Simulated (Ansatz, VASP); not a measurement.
# One calculation of Sn, two programs

```
Sn
1.0
     3.27035    3.27035    0.00000
    -3.27035    3.27035    0.00000
     0.00000    0.00000    6.54070
Sn
4
Direct
  0.50000 0.50000 0.50000
  0.00000 0.00000 0.00000
  0.50000 0.00000 0.25000
  0.00000 0.50000 0.75000
```

Alike in both runs: functional PBEsol; k mesh 10 × 10 × 8; occupations gaussian, width 0.1 eV; no spin polarisation.

Ansatz relaxed the structure, and its values are those at the end. VASP's run is a single point on that final structure, the one shown.

|  | VASP | Ansatz |
| --- | --- | --- |
| version | VASP 6.6.1 | Ansatz 0.2.0 |
| potentials or method | VASP PAW PBE potentials, release 64 (Sn_d), cutoff 500 eV | scalar-relativistic, plane waves, PAW |
| valence electrons in the cell | 56 | 56 |

|  | VASP | Ansatz | Ansatz less VASP |
| --- | --- | --- | --- |
| gap on the k mesh at the Fermi level (eV) | none | none | - |
| pressure (GPa) | -0.1 | 0.0 | +0.06 |

VASP's potentials were made for PBE, not for PBEsol. A gap of «none» marks a metal or a gap that the smearing closes.
